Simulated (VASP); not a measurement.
The system is ZnGeP2.

```
Zn Ge P
1.0
    -2.75005    2.75005    5.42115
     2.75005   -2.75005    5.42115
     2.75005    2.75005   -5.42115
Zn Ge P
2 2 4
Direct
  0.00000 0.00000 0.00000
  0.75000 0.25000 0.50000
  0.50000 0.50000 0.00000
  0.25000 0.75000 0.50000
  0.37500 0.37836 0.50336
  0.62164 0.12500 0.99664
  0.87500 0.87164 0.49664
  0.12836 0.62500 0.00336
```

```yaml
Program: VASP 6.6.1
Task: relaxation of cell and atoms
Functional: LDA
Potentials_or_basis: VASP PAW LDA potentials, release 64 (Zn, Ge_d, P)
Cutoff: 500 eV
k_mesh: 6 × 6 × 6
Occupations: fermi-dirac, width 0.02 eV
Spin: no spin polarisation
```

At the start: pressure -5.0 GPa; volume 20.50 Å³/atom.

Problem. Where does the relaxation end?

Solution. Over 11 steps the energy falls by 21.3 meV/atom and the volume is 19.22 Å³/atom (-6.3 %); space group I-42d (No. 122, to 0.1 Å) before and after.

Step by step:
```
step  energy change (eV)  largest force (eV/Å)  pressure (GPa)  volume (Å³)
   1              0.0000                0.0589           -4.96       164.00
   2             -0.1299                0.1833            2.80       149.39
   3             -0.1672                0.1408            0.01       153.81
   4             -0.1672                0.1426            0.12       153.61
   5             -0.1698                0.0635            0.12       153.54
   6             -0.1704                0.0014            0.12       153.49
   7             -0.1705                0.0018           -0.07       153.85
   8             -0.1706                0.0008           -0.03       153.74
   9             -0.1706                0.0007           -0.01       153.72
  10             -0.1706                0.0008           -0.03       153.73
  11             -0.1706                0.0006           -0.02       153.72
```

Final structure:
```xyz
8
Lattice="-2.6894 2.6894 5.3132 2.6894 -2.6894 5.3132 2.6894 2.6894 -5.3132" Properties=species:S:1:pos:R:3 pbc="T T T"
Zn    0.0000    0.0000    0.0000
Zn    0.0000    2.6894    2.6566
Ge    0.0000    0.0000    5.3132
Ge    2.6894    0.0000    2.6566
P     1.3491    1.3447    1.3283
P     1.3447    4.0298   -1.3283
P     1.3403    1.3447    6.6415
P     1.3447   -1.3403    3.9849
```
